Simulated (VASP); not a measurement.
Runs of VASP 6.6.1 on PbS. The structure is that of space group C2/m (No. 12), or close to it. The cells are those of the table. 

```csv
task,cell,gap on the mesh (eV),largest force (eV/Å)
single point,"a = 4.130, b = 4.130, c = 11.876 Å, angles 93.7, 93.7, 89.2°, 4 atoms",1.23,0.77
electric field gradients,"a = 4.130, b = 4.130, c = 11.526 Å, angles 93.8, 93.8, 89.2°, 4 atoms",1.37,0.45
single point,"a = 4.130, b = 4.130, c = 12.109 Å, angles 93.6, 93.6, 89.2°, 4 atoms",(a),0.91
single point,"a = 4.130, b = 4.130, c = 11.526 Å, angles 93.8, 93.8, 89.2°, 4 atoms",1.37,0.45
```

Alike in all rows: level PBEsol; potentials or basis VASP PAW PBE potentials, release 64 (Pb_d, S); no spin polarisation; k mesh 7 × 7 × 3; cutoff (eV) 520; smearing fermi-dirac 0.01 eV.

Estimate the missing entries.

(a) 1.16.

Caveats: there is no dipole correction, which matters where the two faces differ; the PAW data sets were made with another functional, which shifts forces and pressure a little; spin-orbit coupling is left out, which moves the levels of the heavy elements.

A k mesh can miss the band edges, and the runs leave out spin-orbit coupling on Pb.
